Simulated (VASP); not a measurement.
# CdS (F-43m) in VASP: notebook

CdS is run at these levels: PBEsol; tasks: single point, relaxation of volume and atoms at fixed shape.

All numbers are computed with VASP 6.6.1; they aren't measurements. Logs are shortened: lines on timing, memory, paths and dates and some standing lists are left out, and cuts for length are marked.

### Step 1. The cell of the first run

Symmetry: F-43m, No. 216, cubic system. Conventional cell: a = 5.825 Å, b = 5.825 Å, c = 5.825 Å, α = 90.00°, β = 90.00°, γ = 90.00°. Cd (site symmetry -43m) has 4 S at 2.52 Å within 3.3 Å. Within 3.3 Å of S (site symmetry -43m) lie 4 Cd at 2.52 Å.

### Step 2. Single point, PBEsol

The input, INCAR:

```
SYSTEM = CdS
ALGO = Normal
EDIFF = 1E-6
ENCUT = 500
GGA = PS
GGA_COMPAT = .False.
ISIF = 2
ISMEAR = 0
LASPH = .True.
LCHARG = .False.
LREAL = .False.
LWAVE = .False.
NBANDS = 16
NELM = 120
PREC = Accurate
SIGMA = 0.01
```

The input, KPOINTS:

```
k-points
0
Gamma
  7 7 7
  0 0 0
```

The input, POSCAR:

```
CdS
1.0
    0.0000000000      2.9122910130      2.9122910130
    2.9122910130      0.0000000000      2.9122910130
    2.9122910130      2.9122910130      0.0000000000
Cd S
1 1
Direct
    0.0000000000      0.0000000000      0.0000000000
    0.2500000000      0.2500000000      0.2500000000
```

Potentials or basis: VASP PAW PBE potentials, release 64 (Cd, S).

Run with:

```sh
cat potpaw_PBE.64/Cd/POTCAR potpaw_PBE.64/S/POTCAR > POTCAR
mpirun -np 1 vasp_std > vasp.out
```

OUTCAR:

```text
SYSTEM = CdS
   EDIFF = 1E-6
   ENCUT = 500
   GGA = PS
   ISIF = 2
   ISMEAR = 0
   LASPH = .True.
   LREAL = .False.
   NELM = 120
   PREC = Accurate

 ion  position               nearest neighbor table
   1  0.000  0.000  0.000-   2 2.52   2 2.52   2 2.52   2 2.52
   2  0.250  0.250  0.250-   1 2.52   1 2.52   1 2.52   1 2.52

  LATTYP: Found a face centered cubic cell.
 ALAT       =     5.8245820260

  Lattice vectors:

 A1 = (   0.0000000000,   2.9122910130,   2.9122910130)
 A2 = (   2.9122910130,   0.0000000000,   2.9122910130)
 A3 = (   2.9122910130,   2.9122910130,   0.0000000000)

Analysis of symmetry for initial positions (statically):
=====================================================================
 Subroutine PRICEL returns:
 Original cell was already a primitive cell.

 Routine SETGRP: Setting up the symmetry group for a
 face centered cubic supercell.

 Subroutine GETGRP returns: Found 24 space group operations
 (whereof 24 operations were pure point group operations)
 out of a pool of 48 trial point group operations.

The static configuration has the point symmetry T_d .

Analysis of symmetry for dynamics (positions and initial velocities):
=====================================================================
 Subroutine PRICEL returns:
 Original cell was already a primitive cell.

 Routine SETGRP: Setting up the symmetry group for a
 face centered cubic supercell.

 Subroutine GETGRP returns: Found 24 space group operations
 (whereof 24 operations were pure point group operations)
 out of a pool of 48 trial point group operations.

The dynamic configuration has the point symmetry T_d .

 Subroutine INISYM returns: Found 24 space group operations
 (whereof 24 operations are pure point group operations),
 and found     1 'primitive' translations

----------------------------------------------------------------------------------------

                                     Primitive cell

  volume of cell :      49.4008

  direct lattice vectors                    reciprocal lattice vectors
     0.000000000  2.912291013  2.912291013    -0.171686139  0.171686139  0.171686139
     2.912291013  0.000000000  2.912291013     0.171686139 -0.171686139  0.171686139
     2.912291013  2.912291013  0.000000000     0.171686139  0.171686139 -0.171686139

  length of vectors
     4.118601448  4.118601448  4.118601448     0.297369116  0.297369116  0.297369116

[... 74 lines left out ...]
   NELM   =    120;   NELMIN=  2; NELMDL= -5     # of ELM steps
   EDIFF  = 0.1E-05   stopping-criterion for ELM
   LREAL  =      F    real-space projection
   EDIFFG = 0.1E-04   stopping-criterion for IOM
   NSW    =      0    number of steps for IOM
   IBRION =     -1    ionic relax: 0-MD 1-quasi-New 2-CG
   NFREE  =      0    steps in history (QN), initial steepest desc. (CG)
   ISIF   =      2    stress and relaxation
   ISYM   =      2    0-nonsym 1-usesym 2-fastsym
   POTIM  = 0.5000    time-step for ionic-motion
   TEBEG  =    0.0;   TEEND  =   0.0 temperature during run
   PSTRESS=    0.0 pullay stress
   NELECT =      18.0000    total number of electrons
   NUPDOWN=      -1.0000    fix difference up-down
   EMIN   =  10.00;   EMAX   =-10.00  energy-range for DOS
   EFERMI =   0.00;   METHOD = LEGACY
   ISMEAR =     0;   SIGMA  =   0.01  broadening in eV -4-tet -1-fermi 0-gaus
   EFERMI_NEDOS =   21; number of points for ismear=-14 and -15
   IALGO  =     38    algorithm
   IMIX   =      4    mixing-type and parameters
     AMIX     =   0.40;   BMIX     =  1.00
     AMIX_MAG =   1.60;   BMIX_MAG =  1.00
  volume/ion in A,a.u.               =      24.70       166.69
  Fermi-wavevector in a.u.,A,eV,Ry     =   1.169286  2.209631 18.602303  1.367231
  Thomas-Fermi vector in A             =   2.305761
   LORBIT       =      0    0 simple, 1 ext, 2 COOP (PROOUT), +10 PAW based schemes
   GGA     = PS    functional components
   LHFCALC =     F    Hartree Fock is set to
   AEXX    =    0.0000 exact exchange contribution
   IVDW    =     0    specifies the selected vdW correction
   LEPSILON=     F    determine dielectric tensor
   LRPA    =     F    only Hartree local field effects (RPA)
 non-spin polarized calculation
 Gauss-broadening in eV      SIGMA  =   0.01
  energy-cutoff  :      500.00
  volume of cell :       49.40
 maximum number of plane-waves:      1275
 NGX is ok and might be reduce to    30
   NGX = 15   NGY = 15   NGZ = 15

 number of electron      18.0000004 magnetization

 Free energy of the ion-electron system (eV)
  ---------------------------------------------------
  ext. energy  EPLUGINS =         0.00000000
  ---------------------------------------------------
  free energy    TOTEN  =        -6.81243427 eV

  energy without entropy =       -6.81243427  energy(sigma->0) =       -6.81243427

 E-fermi :   1.3168     XC(G=0):  -9.3984

 val. band max:        1.2503607134   @ k =   0.0000   0.0000   0.0000
 cond. band min:       2.2667870311   @ k =   0.0000   0.0000   0.0000
 fundamental gap:      1.0164263177
 Fermi energy:         1.3167642379

 k-point     1 :       0.0000    0.0000    0.0000
  band No.  band energies     occupation
      1     -11.1614      2.00000
      2      -6.4962      2.00000
      3      -6.4962      2.00000
      4      -6.4962      2.00000
      5      -6.0021      2.00000
      6      -6.0021      2.00000
[... 357 lines left out ...]
      3      -6.2298      2.00000
      4      -6.0555      2.00000
      5      -5.9847      2.00000
      6      -5.3863      2.00000
[... 8 lines left out ...]
     15      13.4930      0.00000
     16      15.2157      0.00000

------------------------ aborting loop because EDIFF is reached ----------------------------------------

  FORCE on cell =-STRESS in cart. coord.  units (eV):
  Direction    XX          YY          ZZ          XY          YZ          ZX
  --------------------------------------------------------------------------------------
  -------------------------------------------------------------------------------------
  Total        0.1192539      0.1192539      0.1192539      0.0000000      0.0000000      0.0000000
  in kB        3.8676665      3.8676665      3.8676665      0.0000000      0.0000000      0.0000000
  external PRESSURE =       3.8676665 kB  Pullay stress =       0.0000000 kB

 VOLUME and BASIS-vectors are now :
 -----------------------------------------------------------------------------
  energy-cutoff  :      500.00
  volume of cell :       49.40
      direct lattice vectors                 reciprocal lattice vectors
     0.000000000  2.912291013  2.912291013    -0.171686139  0.171686139  0.171686139
     2.912291013  0.000000000  2.912291013     0.171686139 -0.171686139  0.171686139
     2.912291013  2.912291013  0.000000000     0.171686139  0.171686139 -0.171686139

 POSITION                                       TOTAL-FORCE (eV/Angst)
 -----------------------------------------------------------------------------------
      0.00000      0.00000      0.00000        -0.000000     -0.000000     -0.000000
      1.45615      1.45615      1.45615         0.000000      0.000000      0.000000
 -----------------------------------------------------------------------------------
    total drift:                               -0.000000     -0.000000     -0.000000

  FREE ENERGIE OF THE ION-ELECTRON SYSTEM (eV)
  ---------------------------------------------------
  free  energy   TOTEN  =        -6.8124342665 eV

  energy  without entropy=       -6.8124342665  energy(sigma->0) =       -6.81243427
```

OSZICAR:

```text
N       E                     dE             d eps       ncg     rms          rms(c)
DAV:   1     0.943249439098E+02    0.94325E+02   -0.90712E+03   688   0.100E+03
DAV:   2    -0.370383365804E+01   -0.98029E+02   -0.92163E+02   792   0.239E+02
DAV:   3    -0.729036235548E+01   -0.35865E+01   -0.35806E+01   776   0.469E+01
DAV:   4    -0.731170501919E+01   -0.21343E-01   -0.21341E-01   824   0.356E+00
DAV:   5    -0.731198350181E+01   -0.27848E-03   -0.27848E-03   776   0.383E-01    0.787E+00
DAV:   6    -0.683504647249E+01    0.47694E+00   -0.78594E-01   976   0.122E+01    0.633E+00
DAV:   7    -0.681493711792E+01    0.20109E-01   -0.16529E-01   816   0.288E+00    0.301E+00
DAV:   8    -0.681260185009E+01    0.23353E-02   -0.17036E-02   760   0.164E+00    0.254E-01
DAV:   9    -0.681235671290E+01    0.24514E-03   -0.20112E-03   776   0.683E-01    0.531E-02
DAV:  10    -0.681239466283E+01   -0.37950E-04   -0.19521E-04   816   0.163E-01    0.581E-02
DAV:  11    -0.681243875620E+01   -0.44093E-04   -0.77057E-05   768   0.800E-02    0.229E-02
DAV:  12    -0.681243368801E+01    0.50682E-05   -0.16688E-05   880   0.522E-02    0.845E-03
DAV:  13    -0.681243426650E+01   -0.57849E-06   -0.22612E-06   768   0.866E-03
   1 F= -.68124343E+01 E0= -.68124343E+01  d E =-.349352E-23
```

Wall time 15 s (1 thread of Intel Xeon Platinum 8259CL at 2.50GHz (Skylake/Cascade Lake), shared host); peak memory 0.17 GiB.

What came out:

```yaml
Free_energy: -6.8124 eV
Pressure: 0.4 GPa
Band_gap_on_the_k_mesh: 1.02 eV
```

Levels at points of the mesh, in eV from the valence-band top:
```csv
k point,band 5,band 6,band 7,band 8,band 9,band 10,band 11,band 12,band 13,band 14
"(0.00, 0.00, 0.00)",-7.25,-7.25,0.00,0.00,0.00,1.02,6.44,6.44,6.44,11.23
```

Caveat: the PAW data sets were made with another functional, which shifts forces and pressure a little.

### Step 3. Single point, PBEsol

This run uses another cell than the first one, of 25.07 Å³/atom.

The input, INCAR:

```
  ALGO = Normal
  EDIFF = 1E-6
  ENCUT = 500
  GGA = PS
  GGA_COMPAT = False
  ISIF = 2
  ISMEAR = 0
  LASPH = True
  LCHARG = False
  LREAL = False
  LWAVE = False
  NBANDS = 16
  NELM = 120
  PREC = Accurate
  SIGMA = 0.01
```

The input, KPOINTS:

```
k-points
0
Gamma
  7 7 7
```

The input, POSCAR:

```
CdS
1.0
    0.0000000000      2.9267802615      2.9267802615
    2.9267802615      0.0000000000      2.9267802615
    2.9267802615      2.9267802615      0.0000000000
Cd S
1 1
Direct
    0.0000000000      0.0000000000      0.0000000000
    0.2500000000      0.2500000000      0.2500000000
```

Potentials or basis: VASP PAW PBE potentials, release 64 (Cd, S).

Run with:

```sh
cat potpaw_PBE.64/Cd/POTCAR potpaw_PBE.64/S/POTCAR > POTCAR
mpirun -np 1 vasp_std > vasp.out
```

OUTCAR:

```text
EDIFF = 1E-6
   ENCUT = 500
   GGA = PS
   ISIF = 2
   ISMEAR = 0
   LASPH = True
   LREAL = False
   NELM = 120
   PREC = Accurate

 ion  position               nearest neighbor table
   1  0.000  0.000  0.000-   2 2.53   2 2.53   2 2.53   2 2.53
   2  0.250  0.250  0.250-   1 2.53   1 2.53   1 2.53   1 2.53

  LATTYP: Found a face centered cubic cell.
 ALAT       =     5.8535605230

  Lattice vectors:

 A1 = (   0.0000000000,   2.9267802615,   2.9267802615)
 A2 = (   2.9267802615,   0.0000000000,   2.9267802615)
 A3 = (   2.9267802615,   2.9267802615,   0.0000000000)

Analysis of symmetry for initial positions (statically):
=====================================================================
 Subroutine PRICEL returns:
 Original cell was already a primitive cell.

 Routine SETGRP: Setting up the symmetry group for a
 face centered cubic supercell.

 Subroutine GETGRP returns: Found 24 space group operations
 (whereof 24 operations were pure point group operations)
 out of a pool of 48 trial point group operations.

The static configuration has the point symmetry T_d .

[... 154 lines left out ...]
  energy without entropy =       -6.81224909  energy(sigma->0) =       -6.81224909

 E-fermi :   1.2002     XC(G=0):  -9.3285

 val. band max:        1.1226404436   @ k =   0.0000   0.0000   0.0000
 cond. band min:       2.1080490186   @ k =   0.0000   0.0000   0.0000
 fundamental gap:      0.9854085750
 Fermi energy:         1.2002155331

 k-point     1 :       0.0000    0.0000    0.0000
  band No.  band energies     occupation
      1     -11.1969      2.00000
      2      -6.5684      2.00000
      3      -6.5684      2.00000
      4      -6.5684      2.00000
      5      -6.0947      2.00000
      6      -6.0947      2.00000
[... 357 lines left out ...]
      3      -6.3125      2.00000
      4      -6.1455      2.00000
      5      -6.0774      2.00000
      6      -5.5018      2.00000
[... 8 lines left out ...]
     15      13.3232      0.00000
     16      15.0199      0.00000

------------------------ aborting loop because EDIFF is reached ----------------------------------------

  FORCE on cell =-STRESS in cart. coord.  units (eV):
  Direction    XX          YY          ZZ          XY          YZ          ZX
  --------------------------------------------------------------------------------------
  -------------------------------------------------------------------------------------
  Total       -0.1632810     -0.1632810     -0.1632810      0.0000000      0.0000000      0.0000000
  in kB       -5.2172997     -5.2172997     -5.2172997      0.0000000      0.0000000      0.0000000
  external PRESSURE =      -5.2172997 kB  Pullay stress =       0.0000000 kB

 VOLUME and BASIS-vectors are now :
 -----------------------------------------------------------------------------
  energy-cutoff  :      500.00
  volume of cell :       50.14
      direct lattice vectors                 reciprocal lattice vectors
     0.000000000  2.926780261  2.926780261    -0.170836194  0.170836194  0.170836194
     2.926780261  0.000000000  2.926780261     0.170836194 -0.170836194  0.170836194
     2.926780261  2.926780261  0.000000000     0.170836194  0.170836194 -0.170836194

 POSITION                                       TOTAL-FORCE (eV/Angst)
 -----------------------------------------------------------------------------------
      0.00000      0.00000      0.00000         0.000000      0.000000      0.000000
      1.46339      1.46339      1.46339        -0.000000     -0.000000     -0.000000
 -----------------------------------------------------------------------------------
    total drift:                                0.000000      0.000000      0.000000

  FREE ENERGIE OF THE ION-ELECTRON SYSTEM (eV)
  ---------------------------------------------------
  free  energy   TOTEN  =        -6.8122490881 eV

  energy  without entropy=       -6.8122490881  energy(sigma->0) =       -6.81224909
```

OSZICAR:

```text
N       E                     dE             d eps       ncg     rms          rms(c)
DAV:   1     0.106397656727E+03    0.10640E+03   -0.86924E+03   648   0.995E+02
DAV:   2    -0.305844085523E+01   -0.10946E+03   -0.10349E+03   760   0.251E+02
DAV:   3    -0.728660630419E+01   -0.42282E+01   -0.42206E+01   792   0.514E+01
DAV:   4    -0.731242713344E+01   -0.25821E-01   -0.25818E-01   776   0.391E+00
DAV:   5    -0.731278455358E+01   -0.35742E-03   -0.35741E-03   856   0.430E-01    0.761E+00
DAV:   6    -0.683447839830E+01    0.47831E+00   -0.79244E-01  1000   0.121E+01    0.616E+00
DAV:   7    -0.681480386903E+01    0.19675E-01   -0.16135E-01   816   0.284E+00    0.296E+00
DAV:   8    -0.681240462374E+01    0.23992E-02   -0.16500E-02   752   0.161E+00    0.243E-01
DAV:   9    -0.681216578648E+01    0.23884E-03   -0.19591E-03   736   0.664E-01    0.546E-02
DAV:  10    -0.681220804248E+01   -0.42256E-04   -0.19501E-04   824   0.160E-01    0.597E-02
DAV:  11    -0.681225403841E+01   -0.45996E-04   -0.79576E-05   792   0.806E-02    0.233E-02
DAV:  12    -0.681224858104E+01    0.54574E-05   -0.17303E-05   896   0.521E-02    0.829E-03
DAV:  13    -0.681224908812E+01   -0.50709E-06   -0.20419E-06   776   0.839E-03
   1 F= -.68122491E+01 E0= -.68122491E+01  d E =-.361213E-30
```

Run time: 16 s. Hardware: 1 thread of Intel Xeon Platinum 8259CL at 2.50GHz (Skylake/Cascade Lake), shared host; peak memory 0.17 GiB.

What came out:

```
Free energy            : -6.8122 eV
Pressure               : -0.5 GPa
Band gap on the k mesh : 0.99 eV
```

Caveat: the PAW data sets were made with another functional, which shifts forces and pressure a little.

### Step 4. Relaxation of volume and atoms at fixed shape, PBEsol

This run uses another cell than the first one, of 24.81 Å³/atom.

The input, INCAR:

```
  PREC = Accurate
  ENCUT = 500
  EDIFF = 1E-7
  ISMEAR = 0
  SIGMA = 0.01
  LREAL = F
  LASPH = T
  NELM = 120
  ALGO = Normal
  ISIF = 8
  LWAVE = F
  LCHARG = F
  GGA = PS
  IBRION = 2
  NSW = 60
  EDIFFG = -0.03
  GGA_COMPAT = F
  NELMIN = 4
```

The input, KPOINTS:

```
regular mesh
0
Gamma
  7 7 7
```

The input, POSCAR:

```
CdS
1.0
    0.0000000000      2.9165000000      2.9165000000
    2.9165000000      0.0000000000      2.9165000000
    2.9165000000      2.9165000000      0.0000000000
Cd S
1 1
Direct
    0.0000000000      0.0000000000      0.0000000000
    0.2500000000      0.2500000000      0.2500000000
```

Run with:

```sh
cat potpaw_PBE.64/Cd/POTCAR potpaw_PBE.64/S/POTCAR > POTCAR
mpirun -np 1 vasp_std > vasp.out
```

Run time: 17 s. Hardware: 1 thread of Intel Xeon Platinum 8259CL at 2.50GHz (Skylake/Cascade Lake), shared host; peak memory 0.17 GiB.

Results (log left out):

```yaml
Free_energy: -6.8128 eV
Pressure_after_relaxing: 0.1 GPa
Band_gap_on_the_k_mesh: 1.01 eV
```

Final structure:
```
CELL_PARAMETERS angstrom
0.00000 2.91650 2.91650
2.91650 0.00000 2.91650
2.91650 2.91650 0.00000
ATOMIC_POSITIONS crystal
Cd 0.00000 0.00000 0.00000
S 0.25000 0.25000 0.25000
```

Levels at points of the mesh, in eV from the valence-band top:
```tsv
k point	band 6	band 7	band 8	band 9	band 10	band 11	band 12	band 13
(0.00, 0.00, 0.00)	-7.24	0.00	0.00	0.00	1.01	6.44	6.44	6.44
```

Caveat: the relaxation stopped at its first step, so nothing moved; the PAW data sets were made with another functional, which shifts forces and pressure a little.

### Step 5. Summary

```csv
task,cell,gap on the mesh (eV),pressure (GPa)
single point,"a = 4.119 Å, angles 60.0°, 2 atoms",1.02,0.4
single point,"a = 4.139 Å, angles 60.0°, 2 atoms",0.99,-0.5
relaxation of volume and atoms at fixed shape,"relaxed from a = 4.125 Å, angles 60.0°, 2 atoms",1.01,0.1
```

Alike in all rows: level PBEsol; potentials or basis VASP PAW PBE potentials, release 64 (Cd, S); no spin polarisation; k mesh 7 × 7 × 7; cutoff (eV) 500; smearing gaussian 0.01 eV.

Caveats: the PAW data sets were made with another functional, which shifts forces and pressure a little; the relaxation stopped at its first step, so nothing moved (at least some runs).

Absolute energies hang on the potentials; compare differences alone.
